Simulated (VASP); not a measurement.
The system is MgO.

```
CELL_PARAMETERS angstrom
0.00000 2.09700 2.09700
2.09700 0.00000 2.09700
2.09700 2.09700 0.00000
ATOMIC_POSITIONS crystal
Mg 0.00000 0.00000 0.00000
O 0.50000 0.50000 0.50000
```

| Property | Result |
| --- | --- |
| Program | VASP 6.6.1 |
| Task | relaxation of cell and atoms |
| Functional | RPBE |
| Potentials or basis | VASP PAW PBE potentials, release 64 (Mg, O) |
| Cutoff | 600 eV |
| k mesh | 11 × 11 × 11 |
| Occupations | fermi-dirac, width 0.05 eV |
| Spin | no spin polarisation |

At the start: pressure 10.7 GPa; volume 9.22 Å³/atom.

Problem. How do energy, volume and symmetry change on relaxing?

Solution. Over 3 steps the energy falls by 20.0 meV/atom and the volume is 9.85 Å³/atom (+6.9 %); space group Fm-3m (No. 225, to 0.05 Å).

The path:
| step | energy change (eV) | largest force (eV/Å) | pressure (GPa) | volume (Å³) |
| --- | --- | --- | --- | --- |
| 1 | 0.0000 | 0.0000 | 10.71 | 18.44 |
| 2 | -0.0361 | 0.0000 | -2.88 | 20.14 |
| 3 | -0.0400 | 0.0000 | 0.03 | 19.71 |

Final structure:
```cif
data_structure
_symmetry_space_group_name_H-M 'P 1'
_symmetry_Int_Tables_number 1
_cell_length_a 3.0319
_cell_length_b 3.0319
_cell_length_c 3.0319
_cell_angle_alpha 60.000
_cell_angle_beta 60.000
_cell_angle_gamma 60.000
_cell_volume 19.71
loop_
_atom_site_label
_atom_site_type_symbol
_atom_site_fract_x
_atom_site_fract_y
_atom_site_fract_z
_atom_site_occupancy
Mg1 Mg 0.00000 0.00000 0.00000 1
O1 O 0.50000 0.50000 0.50000 1
```

Caveat: the PAW data sets were made with another functional, which shifts forces and pressure a little.
